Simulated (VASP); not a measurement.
# TiCo (Pm-3m) in VASP: further runs

The runs below take TiCo through single point, with PBE.

All numbers are computed with VASP 6.6.1; they aren't measurements. Logs are shortened: lines on timing, memory, paths and dates and some standing lists are left out, and cuts for length are marked.

## Step 1: The cell of the first run

It takes space group Pm-3m (No. 221, cubic). The conventional cell has a = 2.986 Å, b = 2.986 Å, c = 2.986 Å, α = 90.00°, β = 90.00°, γ = 90.00°. Within 3.4 Å of Ti (site symmetry m-3m) lie 8 Co at 2.59 Å and 6 Ti at 2.99 Å. Co (site symmetry m-3m) has 8 Ti at 2.59 Å and 6 Co at 2.99 Å within 3.4 Å.

## Step 2: Single point, PBE, collinear spin, ferromagnetic start

File INCAR:

```
SYSTEM = TiCo
ALGO = Normal
EDIFF = 1E-6
ENCUT = 520
GGA = PE
ISIF = 2
ISMEAR = -1
ISPIN = 2
LASPH = .TRUE.
LCHARG = .TRUE.
LELF = .TRUE.
LMAXMIX = 4
LORBIT = 11
LREAL = .FALSE.
LVHAR = .TRUE.
LWAVE = .FALSE.
MAGMOM = 1 1 2 2
NBANDS = 33
NELM = 150
PREC = Accurate
SIGMA = 0.03
```

File KPOINTS:

```
k-points
0
G
  12 12 6
  0 0 0
```

File POSCAR:

```
TiCo
1.0
    2.9861109900      0.0000000000      0.0000000000
    0.0000000000      2.9861109900      0.0000000000
    0.0000000000      0.0000000000      5.9722219800
Ti Co
2 2
Direct
    0.0000000000      0.0000000000      0.0000000000
    0.0000000000      0.0000000000      0.5000000000
    0.5000000000      0.5000000000      0.2500000000
    0.5000000000      0.5000000000      0.7500000000
```

Potentials or basis: VASP PAW PBE potentials, release 64 (Ti_sv, Co).

Run with:

```console
cat potpaw_PBE.64/Ti_sv/POTCAR potpaw_PBE.64/Co/POTCAR > POTCAR
mpirun -np 1 vasp_std > vasp.out
```

OUTCAR:

```text
SYSTEM = TiCo
   EDIFF = 1E-6
   ENCUT = 520
   GGA = PE
   ISIF = 2
   ISMEAR = -1
   ISPIN = 2
   LASPH = .TRUE.
   LORBIT = 11
   LREAL = .FALSE.
   NELM = 150
   PREC = Accurate

 ion  position               nearest neighbor table
   1  0.000  0.000  0.000-   3 2.59   4 2.59   3 2.59   4 2.59   3 2.59   4 2.59   3 2.59   4 2.59

   2  0.000  0.000  0.500-   3 2.59   4 2.59   3 2.59   4 2.59   3 2.59   4 2.59   3 2.59   4 2.59

   3  0.500  0.500  0.250-   1 2.59   2 2.59   1 2.59   2 2.59   1 2.59   2 2.59   1 2.59   2 2.59
                             4 2.99   4 2.99
   4  0.500  0.500  0.750-   1 2.59   2 2.59   1 2.59   2 2.59   1 2.59   2 2.59   1 2.59   2 2.59
                             3 2.99   3 2.99

  LATTYP: Found a simple tetragonal cell.
 ALAT       =     2.9861109900
 C/A-ratio  =     2.0000000000

  Lattice vectors:

 A1 = (   2.9861109900,   0.0000000000,   0.0000000000)
 A2 = (   0.0000000000,   2.9861109900,   0.0000000000)
 A3 = (   0.0000000000,   0.0000000000,   5.9722219800)

Analysis of symmetry for initial positions (statically):
=====================================================================
 Subroutine PRICEL returns following result:

  LATTYP: Found a simple cubic cell.
 ALAT       =     2.9861109900

  Lattice vectors:

 A1 = (   2.9861109900,   0.0000000000,   0.0000000000)
 A2 = (   0.0000000000,   2.9861109900,   0.0000000000)
 A3 = (   0.0000000000,   0.0000000000,   2.9861109900)

   2 primitive cells build up your supercell.

 Routine SETGRP: Setting up the symmetry group for a
 simple tetragonal supercell.

 Subroutine GETGRP returns: Found 16 space group operations
 (whereof 16 operations were pure point group operations)
 out of a pool of 16 trial point group operations.

The static configuration has the point symmetry D_4h.

Analysis of symmetry for dynamics (positions and initial velocities):
=====================================================================
 Subroutine PRICEL returns following result:

  LATTYP: Found a simple cubic cell.
 ALAT       =     2.9861109900

  Lattice vectors:

 A1 = (   2.9861109900,   0.0000000000,   0.0000000000)
 A2 = (   0.0000000000,   2.9861109900,   0.0000000000)
 A3 = (   0.0000000000,   0.0000000000,   2.9861109900)

   2 primitive cells build up your supercell.

 Routine SETGRP: Setting up the symmetry group for a
 simple tetragonal supercell.

 Subroutine GETGRP returns: Found 16 space group operations
 (whereof 16 operations were pure point group operations)
 out of a pool of 16 trial point group operations.

The dynamic configuration has the point symmetry D_4h.

Analysis of structural, dynamic, and magnetic symmetry:
=====================================================================
 Subroutine PRICEL returns following result:

  LATTYP: Found a simple cubic cell.
 ALAT       =     2.9861109900

  Lattice vectors:

 A1 = (   2.9861109900,   0.0000000000,   0.0000000000)
 A2 = (   0.0000000000,   2.9861109900,   0.0000000000)
 A3 = (   0.0000000000,   0.0000000000,   2.9861109900)

   2 primitive cells build up your supercell.

 Routine SETGRP: Setting up the symmetry group for a
 simple tetragonal supercell.

 Subroutine GETGRP returns: Found 16 space group operations
 (whereof 16 operations were pure point group operations)
 out of a pool of 16 trial point group operations.

The overall configuration has the point symmetry D_4h.

 Subroutine INISYM returns: Found 16 space group operations
 (whereof 16 operations are pure point group operations),
 and found     2 'primitive' translations

----------------------------------------------------------------------------------------

                                     Primitive cell

  volume of cell :      26.6267

  direct lattice vectors                    reciprocal lattice vectors
     2.986110990  0.000000000  0.000000000     0.334883735  0.000000000  0.000000000
     0.000000000  2.986110990  0.000000000     0.000000000  0.334883735  0.000000000
     0.000000000  0.000000000  2.986110990     0.000000000  0.000000000  0.334883735

  length of vectors
     2.986110990  2.986110990  2.986110990     0.334883735  0.334883735  0.334883735

  position of ions in fractional coordinates (direct lattice)
     0.000000000  0.000000000  0.000000000
     0.500000000  0.500000000  0.500000000

  ion indices of the primitive-cell ions
   primitive index   ion index
                 1           1
                 2           3

----------------------------------------------------------------------------------------

 KPOINTS: k-points

Automatic generation of k-mesh.
 Grid dimensions read from file:
 generate k-points for:   12   12    6

 Generating k-lattice:

  Cartesian coordinates                     Fractional coordinates (reciprocal lattice)
     0.027906978  0.000000000  0.000000000     0.083333333  0.000000000  0.000000000
     0.000000000  0.027906978  0.000000000     0.000000000  0.083333333  0.000000000
     0.000000000  0.000000000  0.027906978     0.000000000  0.000000000  0.166666667

  Length of vectors
     0.027906978  0.027906978  0.027906978

  Shift w.r.t. Gamma in fractional coordinates (k-lattice)
     0.000000000  0.000000000  0.000000000

 Subroutine IBZKPT returns following result:
 ===========================================

 Found    112 irreducible k-points:

 Following reciprocal coordinates:
            Coordinates               Weight
  0.000000  0.000000  0.000000      1.000000
  0.083333  0.000000  0.000000      4.000000
  0.166667  0.000000  0.000000      4.000000
  0.250000  0.000000  0.000000      4.000000
  0.333333  0.000000  0.000000      4.000000
  0.416667  0.000000  0.000000      4.000000
[... 16 lines left out ...]
  0.333333  0.333333  0.000000      4.000000
  0.416667  0.333333  0.000000      8.000000
 [... further k-points ...]
   k-points           NKPTS =    112   k-points in BZ     NKDIM =    112   number of bands    NBANDS=     33
   number of dos      NEDOS =    301   number of ions     NIONS =      4
   total plane-waves  NPLWV =  27648
   dimension x,y,z NGX =    24 NGY =   24 NGZ =   48
   dimension x,y,z NGXF=    48 NGYF=   48 NGZF=   96
   ions per type =               2   2
   NGX,Y,Z   is equivalent  to a cutoff of  13.36, 13.36, 13.36 a.u.
   NGXF,Y,Z  is equivalent  to a cutoff of  26.72, 26.72, 26.72 a.u.
 SYSTEM =  TiCo
   PREC   = accura    normal or accurate (medium, high low for compatibility)
   ISTART =      0    job   : 0-new  1-cont  2-samecut
   ICHARG =      2    charge: 1-file 2-atom 10-const
   ISPIN  =      2    spin polarized calculation?
   LNONCOLLINEAR =      F non collinear calculations
   LSORBIT =      F    spin-orbit coupling
   LASPH  =      T    aspherical Exc in radial PAW
   ENCUT  =  520.0 eV  38.22 Ry    6.18 a.u.   5.55  5.55 11.10*2*pi/ulx,y,z
   NELM   =    150;   NELMIN=  2; NELMDL= -5     # of ELM steps
   EDIFF  = 0.1E-05   stopping-criterion for ELM
   LREAL  =      F    real-space projection
   EDIFFG = 0.1E-04   stopping-criterion for IOM
   NSW    =      0    number of steps for IOM
   IBRION =     -1    ionic relax: 0-MD 1-quasi-New 2-CG
   NFREE  =      0    steps in history (QN), initial steepest desc. (CG)
   ISIF   =      2    stress and relaxation
   ISYM   =      2    0-nonsym 1-usesym 2-fastsym
   POTIM  = 0.5000    time-step for ionic-motion
   TEBEG  =    0.0;   TEEND  =   0.0 temperature during run
   PSTRESS=    0.0 pullay stress
   NELECT =      42.0000    total number of electrons
   NUPDOWN=      -1.0000    fix difference up-down
   EMIN   =  10.00;   EMAX   =-10.00  energy-range for DOS
   EFERMI =   0.00;   METHOD = LEGACY
   ISMEAR =    -1;   SIGMA  =   0.03  broadening in eV -4-tet -1-fermi 0-gaus
   EFERMI_NEDOS =   21; number of points for ismear=-14 and -15
   IALGO  =     38    algorithm
   IMIX   =      4    mixing-type and parameters
     AMIX     =   0.40;   BMIX     =  1.00
     AMIX_MAG =   1.60;   BMIX_MAG =  1.00
  volume/ion in A,a.u.               =      13.31        89.84
  Fermi-wavevector in a.u.,A,eV,Ry     =   1.512546  2.858298 31.127355  2.287796
  Thomas-Fermi vector in A             =   2.622456
   LORBIT       =     11    0 simple, 1 ext, 2 COOP (PROOUT), +10 PAW based schemes
   GGA     = PE    functional components
   LHFCALC =     F    Hartree Fock is set to
   AEXX    =    0.0000 exact exchange contribution
   IVDW    =     0    specifies the selected vdW correction
   LEPSILON=     F    determine dielectric tensor
   LRPA    =     F    only Hartree local field effects (RPA)
 spin polarized calculation
  energy-cutoff  :      520.00
  volume of cell :       53.25
 maximum number of plane-waves:      1458
 NGX is ok and might be reduce to    24
   NGX = 11   NGY = 11   NGZ = 23

 number of electron      41.9999967 magnetization       1.7156813

 Free energy of the ion-electron system (eV)
  ---------------------------------------------------
  ext. energy  EPLUGINS =         0.00000000
  ---------------------------------------------------
  free energy    TOTEN  =       -31.35184431 eV

  energy without entropy =      -31.33803803  energy(sigma->0) =      -31.34494117

 E-fermi :   9.9553     XC(G=0): -12.5751

 val. band max:        9.9544690458   @ k =   0.3333   0.0000   0.3333
 cond. band min:       9.9572141355   @ k =   0.1667   0.0833   0.0000
 fundamental gap:      0.0027450897
 Fermi energy:         9.9553097321

 spin component 1

 k-point     1 :       0.0000    0.0000    0.0000
  band No.  band energies     occupation
      1     -47.2280      1.00000
      2     -47.1964      1.00000
      3     -23.6183      1.00000
      4     -23.3205      1.00000
      5     -23.3205      1.00000
      6     -23.3205      1.00000
[... 25 lines left out ...]
     32      18.8495      0.00000
     33      18.8495      0.00000

 k-point     2 :       0.0833    0.0000    0.0000
  band No.  band energies     occupation
      1     -47.2259      1.00000
      2     -47.1945      1.00000
      3     -23.6152      1.00000
      4     -23.3408      1.00000
      5     -23.3190      1.00000
      6     -23.3190      1.00000
[... 25 lines left out ...]
     32      18.1829      0.00000
     33      19.1706      0.00000
[... 754 lines left out ...]
     32      15.2561      0.00000
     33      18.2648      0.00000

 k-point    24 :       0.4167    0.3333    0.0000
  band No.  band energies     occupation
      1     -47.1770      1.00000
      2     -47.1480      1.00000
      3     -23.5648      1.00000
      4     -23.5525      1.00000
      5     -23.5324      1.00000
      6     -23.5066      1.00000
[... 25 lines left out ...]
     32      15.8411      0.00000
     33      17.7693      0.00000

 [... further k-points ...]

 spin component 2

 k-point     1 :       0.0000    0.0000    0.0000
  band No.  band energies     occupation
      1     -47.2319      1.00000
      2     -47.2000      1.00000
      3     -23.6259      1.00000
      4     -23.3252      1.00000
      5     -23.3252      1.00000
      6     -23.3252      1.00000
[... 25 lines left out ...]
     32      18.8884      0.00000
     33      18.8884      0.00000

 k-point     2 :       0.0833    0.0000    0.0000
  band No.  band energies     occupation
      1     -47.2297      1.00000
      2     -47.1980      1.00000
      3     -23.6228      1.00000
      4     -23.3457      1.00000
      5     -23.3237      1.00000
      6     -23.3237      1.00000
[... 25 lines left out ...]
     32      18.2379      0.00000
     33      19.2158      0.00000
[... 754 lines left out ...]
     32      15.3465      0.00000
     33      18.3987      0.00000

 k-point    24 :       0.4167    0.3333    0.0000
  band No.  band energies     occupation
      1     -47.1804      1.00000
      2     -47.1511      1.00000
      3     -23.5721      1.00000
      4     -23.5598      1.00000
      5     -23.5395      1.00000
      6     -23.5133      1.00000
[... 25 lines left out ...]
     32      15.9379      0.00000
     33      17.9935      0.00000

 [... further k-points ...]

------------------------ aborting loop because EDIFF is reached ----------------------------------------

  FORCE on cell =-STRESS in cart. coord.  units (eV):
  Direction    XX          YY          ZZ          XY          YZ          ZX
  --------------------------------------------------------------------------------------
  -------------------------------------------------------------------------------------
  Total       -0.2673337     -0.2673337     -0.2673511      0.0000000      0.0000000     -0.0000000
  in kB       -8.0429687     -8.0429687     -8.0434924      0.0000000      0.0000000     -0.0000000
  external PRESSURE =      -8.0431432 kB  Pullay stress =       0.0000000 kB

 VOLUME and BASIS-vectors are now :
 -----------------------------------------------------------------------------
  energy-cutoff  :      520.00
  volume of cell :       53.25
      direct lattice vectors                 reciprocal lattice vectors
     2.986110990  0.000000000  0.000000000     0.334883735  0.000000000  0.000000000
     0.000000000  2.986110990  0.000000000     0.000000000  0.334883735  0.000000000
     0.000000000  0.000000000  5.972221980     0.000000000  0.000000000  0.167441867

 POSITION                                       TOTAL-FORCE (eV/Angst)
 -----------------------------------------------------------------------------------
      0.00000      0.00000      0.00000         0.000000      0.000000     -0.000000
      0.00000      0.00000      2.98611         0.000000      0.000000      0.000000
      1.49306      1.49306      1.49306         0.000000      0.000000     -0.000000
      1.49306      1.49306      4.47917         0.000000      0.000000     -0.000000
 -----------------------------------------------------------------------------------
    total drift:                                0.000000     -0.000000     -0.000000

  FREE ENERGIE OF THE ION-ELECTRON SYSTEM (eV)
  ---------------------------------------------------
  free  energy   TOTEN  =       -31.3518443056 eV

  energy  without entropy=      -31.3380380288  energy(sigma->0) =      -31.34494117

 total charge

# of ion       s       p       d       tot
------------------------------------------
    1        2.247   6.180   1.858  10.285
    2        2.247   6.180   1.858  10.285
    3        0.524   0.461   7.302   8.287
    4        0.524   0.461   7.302   8.287
--------------------------------------------------
tot          5.543  13.282  18.320  37.145

 magnetization (x)

# of ion       s       p       d       tot
------------------------------------------
    1       -0.002  -0.012  -0.008  -0.023
    2       -0.002  -0.012  -0.008  -0.023
    3        0.027  -0.004   0.904   0.927
    4        0.027  -0.004   0.904   0.927
--------------------------------------------------
tot          0.050  -0.033   1.793   1.810
```

Wall time 12 min (1 thread of Intel Xeon 8259CL, shared host); peak memory 0.4 GiB.

What came out:

* Free energy: -31.3518 eV
* Pressure: -0.8 GPa
* Net moment: 1.72 μB per cell
* Site moments: Ti -0.02; Co +0.93 μB
* Valence electrons inside the program's atomic spheres: Ti 10.29; Co 8.29

Levels at points of the mesh, in eV from the Fermi level:
Spin up:
```
           k point  band 19  band 20  band 21  band 22  band 23  band 24  band 25  band 26
(0.00, 0.00, 0.00)    -1.90    -1.55    -0.73    -0.64     0.45     0.45     0.63     0.63
(0.50, 0.00, 0.00)    -1.53    -0.81    -0.73    -0.64     0.60     0.60     0.63     0.63
(0.50, 0.50, 0.00)    -1.53    -1.50    -1.50    -0.81     0.60     0.60     1.07     2.41
(0.00, 0.00, 0.50)    -1.73    -1.73    -0.04    -0.04     0.47     0.47     1.49     1.49
(0.50, 0.00, 0.50)    -1.41    -1.41    -0.94    -0.94     0.37     0.37     1.08     1.08
(0.50, 0.50, 0.50)    -1.11    -1.11    -1.11    -1.11    -0.88    -0.88     1.84     1.84
```
Spin down:
```
           k point  band 17  band 18  band 19  band 20  band 21  band 22  band 23  band 24
(0.00, 0.00, 0.00)    -1.35    -1.35    -1.35    -0.92    -0.83     0.56     0.64     0.64
(0.50, 0.00, 0.00)    -1.43    -0.92    -0.83    -0.04     0.26     0.56     0.58     0.58
(0.50, 0.50, 0.00)    -2.11    -2.11    -0.04    -0.01    -0.01     0.26     0.58     0.58
(0.00, 0.00, 0.50)    -1.41    -1.41    -1.15    -1.15     0.34     0.34     1.12     1.12
(0.50, 0.00, 0.50)    -1.66    -1.66    -1.25    -1.25     0.19     0.19     0.45     0.45
(0.50, 0.50, 0.50)    -1.04    -1.04    -1.04    -1.04    -0.02    -0.02     0.25     0.25
```

## Step 3: Single point, PBE

File INCAR:

```
SYSTEM = TiCo
PREC = Accurate
ENCUT = 520
EDIFF = 1E-6
ISMEAR = -1
SIGMA = 0.03
LREAL = .FALSE.
LASPH = .TRUE.
NELM = 80
ALGO = Normal
ISIF = 2
LWAVE = .FALSE.
LCHARG = .FALSE.
GGA = PE
NBANDS = 29
```

File KPOINTS:

```
regular mesh
0
G
  12 12 6
  0 0 0
```

POSCAR is that of step 2.

Potentials or basis: VASP PAW PBE potentials, release 64 (Ti_sv, Co).

Run with:

```console
cat potpaw_PBE.64/Ti_sv/POTCAR potpaw_PBE.64/Co/POTCAR > POTCAR
mpirun -np 1 vasp_std > vasp.out
```

Run time: 3.2 min. Hardware: 1 thread of Oxide Virtual Turin-like, shared host; peak memory 0.25 GiB.

Results (log left out):

```
Free energy            : -31.2687 eV
Pressure               : -2.9 GPa
Band gap on the k mesh : zero (bands 21 and 22 overlap by 1.27 eV)
```

Levels at points of the mesh, in eV from the Fermi level:
```csv
k point,band 18,band 19,band 20,band 21,band 22,band 23,band 24,band 25
"(0.00, 0.00, 0.00)",-1.46,-1.46,-1.04,-0.80,0.10,0.62,0.62,0.76
"(0.50, 0.00, 0.00)",-1.04,-0.80,-0.60,-0.16,0.10,0.62,0.62,0.63
"(0.50, 0.50, 0.00)",-2.10,-0.60,-0.57,-0.57,-0.16,0.63,0.63,1.19
"(0.00, 0.00, 0.50)",-1.52,-1.27,-1.27,0.16,0.16,0.84,0.84,1.51
"(0.50, 0.00, 0.50)",-1.89,-1.26,-1.26,-0.24,-0.24,0.43,0.43,1.25
"(0.50, 0.50, 0.50)",-1.04,-1.04,-1.04,-0.59,-0.59,-0.21,-0.21,1.89
```

Caveat: the run has no spin polarisation, though such a crystal can be magnetic.
